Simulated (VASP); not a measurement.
# ZnS (Cm) in VASP: single point with r2SCAN

Aim: the single point of ZnS with r2SCAN.

Program: VASP 6.6.1. These are calculated values, not measurements. Logs are shortened: lines on timing, memory, paths and dates and some standing lists are left out, and cuts for length are marked.

## 1. The cell of the first run

The structure is monoclinic, space group Cm (No. 8). The conventional cell has a = 6.597 Å, b = 3.809 Å, c = 12.895 Å, α = 90.00°, β = 104.82°, γ = 90.00°. Within 3.1 Å of Zn (site symmetry m) lie 4 S at 2.33 Å. Within 3.1 Å of Zn (site symmetry m) lie 4 S at 2.33 Å. Within 3.1 Å of Zn (site symmetry m) lie 5 S at 2.33 to 3.02 Å. Within 3.1 Å of Zn (site symmetry m) lie 4 S at 2.33 to 2.34 Å. S (site symmetry m) has 4 Zn at 2.33 Å within 3.1 Å. S (site symmetry m) has 4 Zn at 2.33 Å within 3.1 Å. S (site symmetry m) has 5 Zn at 2.33 to 3.02 Å within 3.1 Å. Within 3.1 Å of S (site symmetry m) lie 4 Zn at 2.33 to 2.34 Å.

## 2. Single point, r2SCAN (the part above a cut slid along it)

Contents of POSCAR:

```
ZnS
1.0
   -3.8087369231      0.0000000000      0.0000000000
   -1.9043684615     -3.2984629317      0.0000000000
   -1.9043684615      0.0000000000     12.4664651483
Zn S
4 4
Direct
    0.6718678037      1.0000000000      0.6562643926
   -0.0781321963      0.0000000000      0.1562643926
   -0.1197769752      0.3333333333      0.9062206171
    0.4635563581      0.6666666667      0.4062206171
   -0.4216930719      1.0000000000      0.8433861439
   -0.1716930719      0.0000000000      0.3433861439
    0.2864689101      0.3333333333      0.0937288464
    0.3698022435      0.6666666667      0.5937288464
```

Contents of INCAR.step1:

```
  PREC = Accurate
  ENCUT = 520
  ISMEAR = 0
  SIGMA = 0.05
  LREAL = False
  LASPH = True
  NELM = 60
  NBANDS = 46
  ISYM = 0
  GGA = PE
  ALGO = Normal
  EDIFF = 1E-4
  LWAVE = True
  LCHARG = False
```

Contents of INCAR.step2:

```
  PREC = Accurate
  ENCUT = 520
  EDIFF = 1E-6
  ISMEAR = 0
  SIGMA = 0.05
  LREAL = False
  LASPH = True
  NELM = 60
  ALGO = Normal
  ISIF = 2
  LWAVE = False
  LCHARG = False
  METAGGA = R2SCAN
  LMIXTAU = True
  NBANDS = 46
  ISYM = 0
  ISTART = 1
```

Contents of KPOINTS:

```
regular mesh
0
Gamma
  7 7 2
```

Potentials or basis: VASP PAW PBE potentials, release 64 (Zn, S).

The run is started by

```sh
> cat potpaw_PBE.64/Zn/POTCAR potpaw_PBE.64/S/POTCAR > POTCAR
> cp INCAR.step1 INCAR
> mpirun -np 1 vasp_std > vasp.out
> cp INCAR.step2 INCAR
> mpirun -np 1 vasp_std > vasp.out
```

OUTCAR:

```text
PREC = Accurate
   ENCUT = 520
   EDIFF = 1E-6
   ISMEAR = 0
   LREAL = False
   LASPH = True
   NELM = 60
   ISIF = 2
   METAGGA = R2SCAN
   ISYM = 0
   ISTART = 1

 ion  position               nearest neighbor table
   1  0.672  0.000  0.656-   5 2.33   8 2.33   8 2.33   8 2.33
   2  0.922  0.000  0.156-   6 2.33   7 2.33   7 2.33   7 2.33
   3  0.880  0.333  0.906-   5 2.33   5 2.33   5 2.33
   4  0.464  0.667  0.406-   6 2.33   6 2.33   6 2.33   8 2.34
   5  0.578  0.000  0.843-   1 2.33   3 2.33   3 2.33   3 2.33
   6  0.828  0.000  0.343-   2 2.33   4 2.33   4 2.33   4 2.33
   7  0.286  0.333  0.094-   2 2.33   2 2.33   2 2.33
   8  0.370  0.667  0.594-   1 2.33   1 2.33   1 2.33   4 2.34

IMPORTANT INFORMATION: All symmetrisations will be switched off!
NOSYMM: (Re-)initialisation of all symmetry stuff for point group C_1.

----------------------------------------------------------------------------------------

                                     Primitive cell

  volume of cell :     156.6159

  direct lattice vectors                    reciprocal lattice vectors
    -3.808736923  0.000000000  0.000000000    -0.262554233  0.151585757 -0.040107600
    -1.904368462 -3.298462932  0.000000000     0.000000000 -0.303171514  0.000000000
    -1.904368462  0.000000000 12.466465148     0.000000000  0.000000000  0.080215200

  length of vectors
     3.808736923  3.808736923 12.611081339     0.305812992  0.303171514  0.080215200

  position of ions in fractional coordinates (direct lattice)
     0.671867804  0.000000000  0.656264393
     0.921867804  0.000000000  0.156264393
     0.880223025  0.333333333  0.906220617
     0.463556358  0.666666667  0.406220617
     0.578306928  0.000000000  0.843386144
     0.828306928  0.000000000  0.343386144
     0.286468910  0.333333333  0.093728846
     0.369802243  0.666666667  0.593728846

  ion indices of the primitive-cell ions
   primitive index   ion index
                 1           1
                 2           2
                 3           3
                 4           4
                 5           5
                 6           6
                 7           7
                 8           8

----------------------------------------------------------------------------------------

 KPOINTS: regular mesh

Automatic generation of k-mesh.
 Grid dimensions read from file:
 generate k-points for:    7    7    2

 Generating k-lattice:

  Cartesian coordinates                     Fractional coordinates (reciprocal lattice)
    -0.037507748  0.021655108 -0.005729657     0.142857143  0.000000000  0.000000000
     0.000000000 -0.043310216  0.000000000     0.000000000  0.142857143  0.000000000
     0.000000000  0.000000000  0.040107600     0.000000000  0.000000000  0.500000000

  Length of vectors
     0.043687570  0.043310216  0.040107600

  Shift w.r.t. Gamma in fractional coordinates (k-lattice)
     0.000000000  0.000000000  0.000000000

 -----------------------------------------------------------------------------
|                                                                             |
|           W    W    AA    RRRRR   N    N  II  N    N   GGGG   !!!           |
|           W    W   A  A   R    R  NN   N  II  NN   N  G    G  !!!           |
|           W    W  A    A  R    R  N N  N  II  N N  N  G       !!!           |
|           W WW W  AAAAAA  RRRRR   N  N N  II  N  N N  G  GGG   !            |
|           WW  WW  A    A  R   R   N   NN  II  N   NN  G    G                |
|           W    W  A    A  R    R  N    N  II  N    N   GGGG   !!!           |
|                                                                             |
|     Your reciprocal lattice and k-lattice belong to different lattice       |
|     classes:                                                                |
|                                                                             |
|        The reciprocal lattice is body-centered orthorhombic,                |
|        whereas your k-lattice is base-centered monoclinic.                  |
|                                                                             |
|     Results are often still useful ...                                      |
|                                                                             |
 -----------------------------------------------------------------------------

 WARNING: IBZKPT: internal override: KBLOWUP is changed to .FALSE.
      ... skipping the blow-up phase ...

 Subroutine IBZKPT returns following result:
 ===========================================

 Found     50 irreducible k-points:

 Following reciprocal coordinates:
            Coordinates               Weight
  0.000000  0.000000  0.000000      1.000000
  0.142857 -0.000000  0.000000      2.000000
  0.285714  0.000000  0.000000      2.000000
  0.428571 -0.000000  0.000000      2.000000
  0.000000  0.142857  0.000000      2.000000
  0.142857  0.142857  0.000000      2.000000
[... 16 lines left out ...]
 -0.428571  0.428571 -0.000000      2.000000
 -0.285714  0.428571  0.000000      2.000000
 [... further k-points ...]
   k-points           NKPTS =     50   k-points in BZ     NKDIM =     50   number of bands    NBANDS=     46
   number of dos      NEDOS =    301   number of ions     NIONS =      8
   total plane-waves  NPLWV =  75264
   dimension x,y,z NGX =    28 NGY =   28 NGZ =   96
   dimension x,y,z NGXF=    56 NGYF=   56 NGZF=  192
   ions per type =               4   4
   NGX,Y,Z   is equivalent  to a cutoff of  12.22, 12.22, 12.66 a.u.
   NGXF,Y,Z  is equivalent  to a cutoff of  24.44, 24.44, 25.31 a.u.
 SYSTEM =  unknown system
   PREC   = accura    normal or accurate (medium, high low for compatibility)
   ISTART =      1    job   : 0-new  1-cont  2-samecut
   ICHARG =      0    charge: 1-file 2-atom 10-const
   ISPIN  =      1    spin polarized calculation?
   LNONCOLLINEAR =      F non collinear calculations
   LSORBIT =      F    spin-orbit coupling
   LASPH  =      T    aspherical Exc in radial PAW
   ENCUT  =  520.0 eV  38.22 Ry    6.18 a.u.   7.08  7.08 23.45*2*pi/ulx,y,z
   NELM   =     60;   NELMIN=  2; NELMDL=  0     # of ELM steps
   EDIFF  = 0.1E-05   stopping-criterion for ELM
   LREAL  =      F    real-space projection
   EDIFFG = 0.1E-04   stopping-criterion for IOM
   NSW    =      0    number of steps for IOM
   IBRION =     -1    ionic relax: 0-MD 1-quasi-New 2-CG
   NFREE  =      0    steps in history (QN), initial steepest desc. (CG)
   ISIF   =      2    stress and relaxation
   ISYM   =      0    0-nonsym 1-usesym 2-fastsym
   POTIM  = 0.5000    time-step for ionic-motion
   TEBEG  =    0.0;   TEEND  =   0.0 temperature during run
   PSTRESS=    0.0 pullay stress
   NELECT =      72.0000    total number of electrons
   NUPDOWN=      -1.0000    fix difference up-down
   EMIN   =  10.00;   EMAX   =-10.00  energy-range for DOS
   EFERMI =   0.00;   METHOD = LEGACY
   ISMEAR =     0;   SIGMA  =   0.05  broadening in eV -4-tet -1-fermi 0-gaus
   EFERMI_NEDOS =   21; number of points for ismear=-14 and -15
   IALGO  =     38    algorithm
   IMIX   =      4    mixing-type and parameters
     AMIX     =   0.40;   BMIX     =  1.00
     AMIX_MAG =   1.60;   BMIX_MAG =  1.00
  volume/ion in A,a.u.               =      19.58       132.11
  Fermi-wavevector in a.u.,A,eV,Ry     =   1.263495  2.387660 21.720624  1.596421
  Thomas-Fermi vector in A             =   2.396849
   LORBIT       =      0    0 simple, 1 ext, 2 COOP (PROOUT), +10 PAW based schemes
   METAGGA = R2SCAN    functional components
   LHFCALC =     F    Hartree Fock is set to
   AEXX    =    0.0000 exact exchange contribution
   IVDW    =     0    specifies the selected vdW correction
   LEPSILON=     F    determine dielectric tensor
   LRPA    =     F    only Hartree local field effects (RPA)
 non-spin polarized calculation
 Gauss-broadening in eV      SIGMA  =   0.05
  energy-cutoff  :      520.00
  volume of cell :      156.62
 maximum number of plane-waves:      4240
   NGX = 15   NGY = 15   NGZ = 47

 number of electron      71.9999964 magnetization

 Free energy of the ion-electron system (eV)
  ---------------------------------------------------
  ext. energy  EPLUGINS =         0.00000000
  ---------------------------------------------------
  free energy    TOTEN  =       -74.67399545 eV

  energy without entropy =      -74.67399545  energy(sigma->0) =      -74.67399545

 E-fermi :   2.4003     XC(G=0): -10.3446

 val. band max:        2.1628055710   @ k =   0.0000   0.0000   0.0000
 cond. band min:       4.1727583449   @ k =   0.0000   0.0000   0.0000
 fundamental gap:      2.0099527738
 Fermi energy:         2.4003481392

 k-point     1 :       0.0000    0.0000    0.0000
  band No.  band energies     occupation
      1     -11.9465      2.00000
      2     -11.4492      2.00000
      3     -11.1545      2.00000
      4     -10.5961      2.00000
      5      -5.0428      2.00000
      6      -5.0296      2.00000
[... 38 lines left out ...]
     45       8.9600      0.00000
     46       9.0449      0.00000

 k-point     2 :       0.1429   -0.0000    0.0000
  band No.  band energies     occupation
      1     -11.8144      2.00000
      2     -11.3392      2.00000
      3     -11.0317      2.00000
      4     -10.5027      2.00000
      5      -5.0328      2.00000
      6      -5.0056      2.00000
[... 38 lines left out ...]
     45       9.0286      0.00000
     46       9.3561      0.00000

 k-point     3 :       0.2857    0.0000    0.0000
  band No.  band energies     occupation
      1     -11.4874      2.00000
      2     -11.0653      2.00000
      3     -10.7462      2.00000
      4     -10.2774      2.00000
      5      -5.0099      2.00000
      6      -4.9371      2.00000
[... 1018 lines left out ...]
     45       9.2578      0.00000
     46      10.1337      0.00000

 k-point    24 :      -0.2857    0.4286    0.0000
  band No.  band energies     occupation
      1     -11.0667      2.00000
      2     -10.7022      2.00000
      3     -10.4321      2.00000
      4     -10.0019      2.00000
      5      -4.9271      2.00000
      6      -4.7603      2.00000
[... 38 lines left out ...]
     45       9.8132      0.00000
     46      10.0789      0.00000

 [... further k-points ...]

------------------------ aborting loop because EDIFF is reached ----------------------------------------

  FORCE on cell =-STRESS in cart. coord.  units (eV):
  Direction    XX          YY          ZZ          XY          YZ          ZX
  --------------------------------------------------------------------------------------
  -------------------------------------------------------------------------------------
  Total       -2.0252385     -0.2993464      0.7900737     -0.0007702     -1.0050484      0.0086282
  in kB      -20.7181437     -3.0623067      8.0824362     -0.0078794    -10.2816225      0.0882661
  external PRESSURE =      -5.2326714 kB  Pullay stress =       0.0000000 kB

 VOLUME and BASIS-vectors are now :
 -----------------------------------------------------------------------------
  energy-cutoff  :      520.00
  volume of cell :      156.62
      direct lattice vectors                 reciprocal lattice vectors
    -3.808736923  0.000000000  0.000000000    -0.262554233  0.151585757 -0.040107600
    -1.904368462 -3.298462932  0.000000000     0.000000000 -0.303171514  0.000000000
    -1.904368462  0.000000000 12.466465148     0.000000000  0.000000000  0.080215200

 POSITION                                       TOTAL-FORCE (eV/Angst)
 -----------------------------------------------------------------------------------
     -3.80874      0.00000      8.18130        -0.003313      0.032995     -0.176458
     -3.80874      0.00000      1.94806        -0.004320      0.220840      0.106183
     -5.71311     -1.09949     11.29737         0.008552     -0.091709      0.090655
     -3.80874     -2.19898      5.06414         0.006987      0.001024     -0.203242
     -3.80874      0.00000     10.51404        -0.001802      0.290602      0.072435
     -3.80874      0.00000      4.28081        -0.001316     -0.036153      0.218474
     -1.90437     -1.09949      1.16847        -0.002096     -0.428278     -0.274591
     -3.80874     -2.19898      7.40170        -0.002691      0.010679      0.166543
 -----------------------------------------------------------------------------------
    total drift:                                0.017373      0.002621     -0.033325

  FREE ENERGIE OF THE ION-ELECTRON SYSTEM (eV)
  ---------------------------------------------------
  free  energy   TOTEN  =       -74.6739954503 eV

  energy  without entropy=      -74.6739954503  energy(sigma->0) =      -74.67399545
```

Run time: 9.7 min. Hardware: 1 thread of Intel Xeon 6975P-C (Granite Rapids), shared host; peak memory 0.45 GiB.

What came out:

- Free energy: -74.6740 eV
- Pressure: -0.5 GPa
- Largest force: 0.509 eV/Å
- Band gap on the k mesh: 2.01 eV

Forces on the atoms (eV/Å):
```
Zn  -0.003  0.033 -0.176
Zn  -0.004  0.221  0.106
Zn   0.009 -0.092  0.091
Zn   0.007  0.001 -0.203
S   -0.002  0.291  0.072
S   -0.001 -0.036  0.218
S   -0.002 -0.428 -0.275
S   -0.003  0.011  0.167
```

Caveat: the cell differs from its parent crystal (the part above a cut slid along it); the PAW data sets were made with another functional, which shifts forces and pressure a little. A k mesh can miss the band edges.
